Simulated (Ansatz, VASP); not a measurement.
**Lu: VASP beside Ansatz**

The input INCAR:

```
SYSTEM = Lu
ALGO     = Normal         ! electronic algorithm
EDIFF    = 1E-6           ! SCF threshold, eV
ENCUT    = 520            ! plane-wave cutoff, eV
GGA      = CA             ! functional
ISIF     = 2              ! what is computed and relaxed
ISMEAR   = -1             ! smearing method
LASPH    = .TRUE.         ! aspherical terms in the spheres
LCHARG   = .FALSE.        ! write CHGCAR
LREAL    = .FALSE.        ! projectors in reciprocal space
LWAVE    = .FALSE.        ! write WAVECAR
NBANDS   = 32             ! bands
NELM     = 80             ! most SCF steps
PREC     = Accurate       ! precision mode
SIGMA    = 0.05           ! smearing width, eV
```

The input KPOINTS:

```
k-points
0
G
  12 12 12
  0 0 0
```

File POSCAR:

```
Lu
1.0
    0.0000000000      3.4313709142      3.4313709142
    3.4313709142      0.0000000000      3.4313709142
    3.4313709142      3.4313709142      0.0000000000
Lu
2
Direct
   -0.1250000000     -0.1250000000     -0.1250000000
    0.1250000000      0.1250000000      0.1250000000
```

Input for Ansatz:

```yaml
crystal:
  lattice:
    - [0.0, 3.4313709142, 3.4313709142]
    - [3.4313709142, 0.0, 3.4313709142]
    - [3.4313709142, 3.4313709142, 0.0]
  atoms:
    - { symbol: Lu, position: [-0.125, -0.125, -0.125] }
    - { symbol: Lu, position: [0.125, 0.125, 0.125] }
kpoints:
  mp_grid: { grid: [12, 12, 12] }
  band_path:
    path:
      - [0.0, 0.0, 0.0]
      - [0.5, 0.0, 0.5]
      - [0.625, 0.25, 0.625]
      - [0.375, 0.375, 0.75]
      - [0.0, 0.0, 0.0]
      - [0.5, 0.5, 0.5]
      - [0.5, 0.25, 0.75]
      - [0.5, 0.0, 0.5]
    npoints: 14
scf:
  occupations: { method: fermi_dirac, width: 0.05 }
hamiltonian:
  xc: lda
  pseudopotentials: { kind: all_electron, lapw: { basis_error: 0.001 } }
output:
  forces: true
  stress: true
  eigenvalues: true
  populations: true
  dos: { projected: true, de: 0.2, e_range: [-14, 8] }
```

Alike in both runs: task single point; functional LDA; k mesh 12 × 12 × 12; occupations fermi-dirac, width 0.05 eV; no spin polarisation.

|  | VASP | Ansatz |
| --- | --- | --- |
| version | VASP 6.6.1 | Ansatz 0.2.0 |
| potentials or method | VASP PAW PBE potentials, release 64 (Lu), cutoff 520 eV | all-electron LAPW, scalar-relativistic |

|  | VASP | Ansatz | Ansatz less VASP |
| --- | --- | --- | --- |
| pressure (GPa) | 0.0 | 0.0 | +0.05 |

VASP's potentials were made for PBE, not for LDA. LDA's correlation is that of Perdew and Zunger in VASP and of Perdew and Wang (1992) in Ansatz. Ansatz ran all-electron here, and VASP with PAW potentials.

Neither program's run includes spin-orbit coupling.
